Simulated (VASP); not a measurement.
WC: single point with PBE

WC:

```xyz
2
Lattice="2.9218 0.0000 0.0000 -1.4609 2.5303 0.0000 0.0000 0.0000 2.8471" Properties=species:S:1:pos:R:3 pbc="T T T"
W     0.0000    0.0000   -0.0049
C     1.4609    0.8434    1.4985
```

This cell differs from its parent crystal: mode 4 (566.4 1/cm) frozen in, largest displacement +0.075 Å.

```
Program             : VASP 6.6.1
Task                : single point
Functional          : PBE
Potentials or basis : VASP PAW PBE potentials, release 64 (W_sv, C)
Cutoff              : 520 eV
k mesh              : 24 × 24 × 22
Occupations         : gaussian, width 0.15 eV
Spin                : no spin polarisation
```

| Item | Value |
| --- | --- |
| Pressure | 2.5 GPa |
| Largest force | 1.080 eV/Å |
| Band gap on the k mesh | zero (band 9 reaches 11.66 eV, above the bottom of band 10 at 10.36 eV) |

Forces in eV/Å, atoms in the order of the input:
```
W    0.000  0.000  1.080
C    0.000  0.000 -1.080
```

Stress tensor (GPa, compression positive):
```
2.22 0.00 0.00
0.00 2.22 0.00
0.00 0.00 2.97
```

Levels at points of the mesh, in eV from the Fermi level:
```csv
k point,band 5,band 6,band 7,band 8,band 9,band 10,band 11,band 12,band 13,band 14
"(0.00, 0.00, 0.00)",-14.34,-4.31,-3.33,-3.33,0.22,3.13,3.13,5.65,5.65,6.27
"(0.50, 0.00, 0.00)",-11.06,-6.97,-3.68,-3.32,-0.56,2.40,4.44,4.75,6.55,9.81
"(0.00, 0.00, 0.50)",-10.43,-8.53,-2.08,-2.08,-0.52,-0.52,3.69,4.53,4.53,9.81
"(0.50, 0.00, 0.50)",-11.21,-6.41,-4.26,-4.12,0.27,4.32,5.21,6.48,9.02,9.95
```

Run time: 13 min on 1 thread of AMD EPYC 7R13, on a shared host, peak memory 0.46 GiB.

Caveat: the cell differs from its parent crystal (mode 4 (566.4 1/cm) frozen in, largest displacement +0.075 Å); spin-orbit coupling is left out, which moves the levels of the heavy elements; forces of over 1 eV/Å act on the atoms, so gaps and moduli don't describe the material at rest.
